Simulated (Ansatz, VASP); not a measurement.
**GaSb3: VASP beside Ansatz**

The input INCAR:

```
PREC = Accurate
ENCUT = 520
EDIFF = 1E-6
ISMEAR = 0
SIGMA = 0.15
LREAL = F
LASPH = T
NELM = 100
ALGO = Normal
ISIF = 2
LWAVE = F
LCHARG = F
GGA = PS
NBANDS = 22
```

File KPOINTS:

```
Automatic mesh
0
Gamma
  10 10 10
```

File POSCAR:

```
GaSb3
1.0
    0.0000000000      3.7121632409      3.5191307523
    3.7121632409      0.0000000000      3.5191307523
    3.7121632409      3.7121632409      0.0000000000
Ga Sb
1 3
Direct
    0.0000000000      0.0000000000      0.0000000000
    0.2500000000      0.2500000000      0.2500000000
    0.7500000000      0.7500000000      0.7500000000
    0.5000000000      0.5000000000      0.5000000000
```

Input for Ansatz:

```yaml
crystal:
  lattice:
    - [0.0, 3.7121632409, 3.5191307523]
    - [3.7121632409, 0.0, 3.5191307523]
    - [3.7121632409, 3.7121632409, 0.0]
  atoms:
    - { symbol: Ga, position: [0.0, 0.0, 0.0] }
    - { symbol: Sb, position: [0.25, 0.25, 0.25] }
    - { symbol: Sb, position: [0.75, 0.75, 0.75] }
    - { symbol: Sb, position: [0.5, 0.5, 0.5] }
basis:
  ecutwfc: 420
kpoints:
  mp_grid: { grid: [10, 10, 10] }
hamiltonian:
  xc: pbesol
  pseudopotentials: { kind: paw, azcp: { folder: soft_1 } }
scf:
  occupations: { method: gaussian, width: 0.15 }
output:
  forces: true
  stress: true
  eigenvalues: true
```

Alike in both runs: task single point; functional PBEsol; k mesh 10 × 10 × 10; occupations gaussian, width 0.15 eV; no spin polarisation.

```csv
,VASP,Ansatz
version,VASP 6.6.1,Ansatz 0.2.0
potentials or method,"VASP PAW PBE potentials, release 64 (Ga_d, Sb), cutoff 520 eV","scalar-relativistic, plane waves, PAW"
valence electrons in the cell,28,58
```

```tsv
	VASP	Ansatz	Ansatz less VASP
gap on the k mesh at the Fermi level (eV)	none	none	-
pressure (GPa)	0.2	0.2	-0.01
traceless stress, the component that is largest in VASP (GPa)	0.81	0.81	-0.007
```

VASP's potentials were made for PBE, not for PBEsol, and Ansatz warns of the same on its side. A gap of «none» marks a metal or a gap that the smearing closes. VASP's potentials hold 28 valence electrons a cell and Ansatz's 58, so a difference there can come from the potentials and not from the codes.

Neither program's run includes spin-orbit coupling.
